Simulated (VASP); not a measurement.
# Al12C in VASP: relaxation of the atoms with PBE

Aim: the relaxation of the atoms of Al12C with PBE.

Everything below comes from runs of VASP 6.6.1. Logs are shortened: lines on timing, memory, paths and dates and some standing lists are left out, and cuts for length are marked.

## Step 1: The cell of the first run

The cell holds a slab with vacuum, 13 atoms: a = 5.714 Å, b = 5.714 Å, c = 20.102 Å, α = 90.00°, β = 90.00°, γ = 120.00°.

## Step 2: Relaxation of the atoms, PBE

File INCAR:

```
PREC     = Accurate       # precision mode
ENCUT    = 520            # plane-wave cutoff, eV
EDIFF    = 1E-6           # SCF threshold, eV
ISMEAR   = 0              # smearing method
SIGMA    = 0.1            # smearing width, eV
LREAL    = False          # projectors in reciprocal space
LASPH    = True           # aspherical terms in the spheres
NELM     = 80             # most SCF steps
ALGO     = Normal         # electronic algorithm
ISIF     = 2              # what is computed and relaxed
LWAVE    = False          # write WAVECAR
LCHARG   = False          # write CHGCAR
LDIPOL   = True         
IDIPOL   = 3            
DIPOL    = 0.5 0.5 0.330
GGA      = PE             # functional
IBRION   = 2              # ionic algorithm
NSW      = 36             # ionic steps
EDIFFG   = -0.025         # ionic threshold
```

File KPOINTS:

```
regular mesh
0
Gamma
  6 6 1
```

File POSCAR:

```
Al12C
1.0
    5.7143028096      0.0000000000      0.0000000000
   -2.8571514048      4.9487313980      0.0000000000
    0.0000000000      0.0000000000     20.1016424764
Al C
12 1
Selective dynamics
Direct
    0.3333333333      0.1666666667      0.1989887147  F F F
    0.3333333333      0.6666666667      0.1989887147  F F F
    0.8333333333      0.1666666667      0.1989887147  F F F
    0.8333333333      0.6666666667      0.1989887147  F F F
    0.1666666667      0.3333333333      0.3134533099  F F F
    0.1666666667      0.8333333333      0.3134533099  F F F
    0.6666666667      0.3333333333      0.3134533099  F F F
    0.6666666667      0.8333333333      0.3134533099  F F F
    0.0000000000      0.0000000000      0.4279074452  F F F
    0.0000000000      0.5000000000      0.4279074452  F F F
    0.5000000000      0.0000000000      0.4279074452  F F F
    0.5000000000      0.5000000000      0.4279074452  F F F
    0.0000000000      0.0000000000      0.5264068590  F F T
```

Potentials or basis: VASP PAW PBE potentials, release 64 (Al, C).

The run is started by

```sh
> cat potpaw_PBE.64/Al/POTCAR potpaw_PBE.64/C/POTCAR > POTCAR
> mpirun -np 1 vasp_std > vasp.out
```

OUTCAR:

```text
PREC = Accurate
   ENCUT = 520
   EDIFF = 1E-6
   ISMEAR = 0
   LREAL = False
   LASPH = True
   NELM = 80
   ISIF = 2
   GGA = PE
   IBRION = 2
   NSW = 36
   EDIFFG = -0.025

 ion  position               nearest neighbor table
   1  0.333  0.167  0.199-   5 2.83   6 2.83   7 2.83   4 2.86   2 2.86   2 2.86   4 2.86   3 2.86
                             3 2.86
   2  0.333  0.667  0.199-   6 2.83   5 2.83   8 2.83   3 2.86   1 2.86   1 2.86   3 2.86   4 2.86
                             4 2.86
   3  0.833  0.167  0.199-   7 2.83   8 2.83   5 2.83   4 2.86   2 2.86   4 2.86   2 2.86   1 2.86
                             1 2.86
   4  0.833  0.667  0.199-   8 2.83   7 2.83   6 2.83   3 2.86   1 2.86   3 2.86   1 2.86   2 2.86
                             2 2.86
   5  0.167  0.333  0.313-   9 2.83  12 2.83  10 2.83   1 2.83   2 2.83   3 2.83   8 2.86   6 2.86
                             6 2.86   8 2.86   7 2.86   7 2.86
   6  0.167  0.833  0.313-  10 2.83  11 2.83   9 2.83   2 2.83   1 2.83   4 2.83   7 2.86   5 2.86
                             5 2.86   7 2.86   8 2.86   8 2.86
   7  0.667  0.333  0.313-  11 2.83  10 2.83  12 2.83   3 2.83   4 2.83   1 2.83   8 2.86   6 2.86
                             8 2.86   6 2.86   5 2.86   5 2.86
   8  0.667  0.833  0.313-  12 2.83   9 2.83  11 2.83   4 2.83   3 2.83   2 2.83   7 2.86   5 2.86
                             7 2.86   5 2.86   6 2.86   6 2.86
   9  0.000  0.000  0.428-  13 1.98   5 2.83   8 2.83   6 2.83  12 2.86  10 2.86  10 2.86  12 2.86
                            11 2.86  11 2.86
  10  0.000  0.500  0.428-   6 2.83   7 2.83   5 2.83   9 2.86  11 2.86   9 2.86  11 2.86  12 2.86
                            12 2.86
  11  0.500  0.000  0.428-   7 2.83   6 2.83   8 2.83  10 2.86  12 2.86  12 2.86  10 2.86   9 2.86
                             9 2.86
  12  0.500  0.500  0.428-   8 2.83   5 2.83   7 2.83   9 2.86  11 2.86  11 2.86   9 2.86  10 2.86
                            10 2.86
  13  0.000  0.000  0.526-   9 1.98

  LATTYP: Found a hexagonal cell.
 ALAT       =     5.7143028096
 C/A-ratio  =     3.5177769093

  Lattice vectors:

 A1 = (   5.7143028096,   0.0000000000,   0.0000000000)
 A2 = (  -2.8571514048,   4.9487313980,   0.0000000000)
 A3 = (   0.0000000000,   0.0000000000,  20.1016424764)

Analysis of symmetry for initial positions (statically):
=====================================================================
 Subroutine PRICEL returns:
 Original cell was already a primitive cell.

 Routine SETGRP: Setting up the symmetry group for a
 hexagonal supercell.

 Subroutine GETGRP returns: Found  6 space group operations
 (whereof  6 operations were pure point group operations)
 out of a pool of 24 trial point group operations.

The static configuration has the point symmetry C_3v.
[... 149 lines left out ...]
   IMIX   =      4    mixing-type and parameters
     AMIX     =   0.40;   BMIX     =  1.00
     AMIX_MAG =   1.60;   BMIX_MAG =  1.00
  volume/ion in A,a.u.               =      43.73       295.08
  Fermi-wavevector in a.u.,A,eV,Ry     =   0.675873  1.277215  6.215205  0.456805
  Thomas-Fermi vector in A             =   1.753019
   LORBIT       =      0    0 simple, 1 ext, 2 COOP (PROOUT), +10 PAW based schemes
   GGA     = PE    functional components
   LHFCALC =     F    Hartree Fock is set to
   AEXX    =    0.0000 exact exchange contribution
   IVDW    =     0    specifies the selected vdW correction
   LEPSILON=     F    determine dielectric tensor
   LRPA    =     F    only Hartree local field effects (RPA)
 conjugate gradient relaxation of ions
 non-spin polarized calculation
 Gauss-broadening in eV      SIGMA  =   0.10
  energy-cutoff  :      520.00
  volume of cell :      568.45
 maximum number of plane-waves:     15351
   NGX = 21   NGY = 21   NGZ = 75

 dipolmoment           0.000000      0.000000     -0.044316 electrons x Angstroem

--------------------------------------- Ionic step        1  -------------------------------------------

 number of electron      40.0000001 magnetization

 Free energy of the ion-electron system (eV)
  ---------------------------------------------------
  ext. energy  EPLUGINS =         0.00000000
  ---------------------------------------------------
  free energy    TOTEN  =       -46.05958652 eV

  energy without entropy =      -46.02191465  energy(sigma->0) =      -46.04075058

------------------------ aborting loop because EDIFF is reached ----------------------------------------

  FORCE on cell =-STRESS in cart. coord.  units (eV):
  Direction    XX          YY          ZZ          XY          YZ          ZX
  --------------------------------------------------------------------------------------
  -------------------------------------------------------------------------------------
  Total       -3.4936517     -3.4936517     -1.5323963      0.0000000      0.0000000      0.0000000
  in kB       -9.8469449     -9.8469449     -4.3190973      0.0000000      0.0000000      0.0000000
  external PRESSURE =      -8.0043290 kB  Pullay stress =       0.0000000 kB
[... 81 lines left out ...]
--------------------------------------- Ionic step        3  -------------------------------------------

 number of electron      40.0000001 magnetization

 dipolmoment           0.000000      0.000000      0.314680 electrons x Angstroem

 Free energy of the ion-electron system (eV)
  ---------------------------------------------------
  ext. energy  EPLUGINS =         0.00000000
  ---------------------------------------------------
  free energy    TOTEN  =       -46.11198827 eV

  energy without entropy =      -46.07323674  energy(sigma->0) =      -46.09261250

 E-fermi :  -0.1345     XC(G=0):  -4.6826

 val. band max:       -0.3255782530   @ k =   0.1667   0.0000   0.0000
 cond. band min:      -0.1267381668   @ k =   0.1667   0.0000   0.0000
 fundamental gap:      0.1988400863
 Fermi energy:        -0.1344876288

 k-point     1 :       0.0000    0.0000    0.0000
  band No.  band energies     occupation
      1     -10.9029      2.00000
      2      -9.8254      2.00000
      3      -8.5645      2.00000
      4      -6.0153      2.00000
      5      -4.9576      2.00000
      6      -4.9576      2.00000
[... 199 lines left out ...]
     26       2.1726      0.00000
     27       2.4497      0.00000

------------------------ aborting loop because EDIFF is reached ----------------------------------------

 vacuum level on the upper side and lower side of the slab       (xc-potential included)         0.767        -1.161

  FORCE on cell =-STRESS in cart. coord.  units (eV):
  Direction    XX          YY          ZZ          XY          YZ          ZX
  --------------------------------------------------------------------------------------
  -------------------------------------------------------------------------------------
  Total       -3.5972023     -3.5972023      0.8264734      0.0000000     -0.0000000     -0.0000000
  in kB      -10.1388051    -10.1388051      2.3294359      0.0000000     -0.0000000     -0.0000000
  external PRESSURE =      -5.9827247 kB  Pullay stress =       0.0000000 kB
[... 28 lines left out ...]
  FREE ENERGIE OF THE ION-ELECTRON SYSTEM (eV)
  ---------------------------------------------------
  free  energy   TOTEN  =       -46.1119882652 eV

  energy  without entropy=      -46.0732367440  energy(sigma->0) =      -46.09261250

 reached required accuracy - stopping structural energy minimisation

 vacuum level on the upper side and lower side of the slab         5.532         3.554
```

CONTCAR:

```text
Al12C
   1.00000000000000
     5.7143028096000004    0.0000000000000000    0.0000000000000000
    -2.8571514048000002    4.9487313979999996    0.0000000000000000
     0.0000000000000000    0.0000000000000000   20.1016424763999986
  Al              C
    12     1
Selective dynamics
Direct
[... 16 lines left out ...]
  0.00000000E+00  0.00000000E+00  0.00000000E+00
  0.00000000E+00  0.00000000E+00  0.00000000E+00
  0.00000000E+00  0.00000000E+00  0.00000000E+00
  0.00000000E+00  0.00000000E+00  0.00000000E+00
  0.00000000E+00  0.00000000E+00  0.00000000E+00
  0.00000000E+00  0.00000000E+00  0.00000000E+00
  0.00000000E+00  0.00000000E+00  0.00000000E+00
  0.00000000E+00  0.00000000E+00  0.00000000E+00
  0.00000000E+00  0.00000000E+00  0.00000000E+00
  0.00000000E+00  0.00000000E+00  0.00000000E+00
  0.00000000E+00  0.00000000E+00  0.00000000E+00
```

Run time: 7.1 min. Hardware: 1 thread of Intel Xeon Platinum 8259CL at 2.50GHz (Skylake/Cascade Lake), shared host; peak memory 0.66 GiB.

Results:

```yaml
Free_energy: -46.1120 eV
Energy_gained_by_relaxing: 4.0 meV/atom
Ionic_steps: 3
Band_gap_on_the_k_mesh: zero (bands 20 and 21 overlap by 0.64 eV)
```

Step by step:
```tsv
step	energy change (eV)	largest force on free atoms (eV/Å)	pressure (GPa)
1	0.0000	1.1629	-0.80
2	-0.0460	0.4442	-0.67
3	-0.0524	0.0082	-0.60
```

Final structure:
```cif
data_structure
_symmetry_space_group_name_H-M 'P 1'
_symmetry_Int_Tables_number 1
_cell_length_a 5.7143
_cell_length_b 5.7143
_cell_length_c 20.1016
_cell_angle_alpha 90.000
_cell_angle_beta 90.000
_cell_angle_gamma 120.000
_cell_volume 568.45
loop_
_atom_site_label
_atom_site_type_symbol
_atom_site_fract_x
_atom_site_fract_y
_atom_site_fract_z
_atom_site_occupancy
Al1 Al 0.33333 0.16667 0.19899 1
Al2 Al 0.33333 0.66667 0.19899 1
Al3 Al 0.83333 0.16667 0.19899 1
Al4 Al 0.83333 0.66667 0.19899 1
Al5 Al 0.16667 0.33333 0.31345 1
Al6 Al 0.16667 0.83333 0.31345 1
Al7 Al 0.66667 0.33333 0.31345 1
Al8 Al 0.66667 0.83333 0.31345 1
Al9 Al 0.00000 0.00000 0.42791 1
Al10 Al 0.00000 0.50000 0.42791 1
Al11 Al 0.50000 0.00000 0.42791 1
Al12 Al 0.50000 0.50000 0.42791 1
C1 C 0.00000 0.00000 0.52218 1
```

Levels at points of the mesh, in eV from the Fermi level:
| k point | band 17 | band 18 | band 19 | band 20 | band 21 | band 22 | band 23 | band 24 |
| --- | --- | --- | --- | --- | --- | --- | --- | --- |
| (0.00, 0.00, 0.00) | -2.60 | -1.06 | -0.90 | -0.90 | -0.37 | -0.37 | -0.31 | 0.63 |
| (0.50, 0.00, 0.00) | -0.63 | -0.53 | -0.37 | 0.01 | 0.16 | 0.23 | 0.86 | 1.17 |
